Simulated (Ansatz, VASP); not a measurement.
**SiSn4: VASP beside Ansatz**

```xyz
5
Lattice="-4.1665 4.1665 1.8895 4.1665 -4.1665 1.8895 4.1665 4.1665 -1.8895" Properties=species:S:1:pos:R:3 pbc="T T T"
Si    0.0000    0.0000    1.8895
Sn    6.0948   -0.0246    0.0000
Sn   -1.9283    4.1911    1.8895
Sn    4.1911    1.9283    1.8895
Sn   -0.0246    2.2382    0.0000
```

Alike in both runs: functional PBE; k mesh 10 × 10 × 10; occupations gaussian, width 0.1 eV; no spin polarisation.

Ansatz relaxed the structure, and its values are those at the end. VASP's run is a single point on that final structure, the one shown.

|  | VASP | Ansatz |
| --- | --- | --- |
| version | VASP 6.6.1 | Ansatz 0.2.0 |
| potentials or method | VASP PAW PBE potentials, release 64 (Si, Sn_d), cutoff 500 eV | scalar-relativistic, plane waves, PAW |
| valence electrons in the cell | 60 | 60 |

```csv
,VASP,Ansatz,Ansatz less VASP
gap on the k mesh at the Fermi level (eV),none,none,-
pressure (GPa),0.0,0.0,+0.03
```

A gap of «none» marks a metal or a gap that the smearing closes.
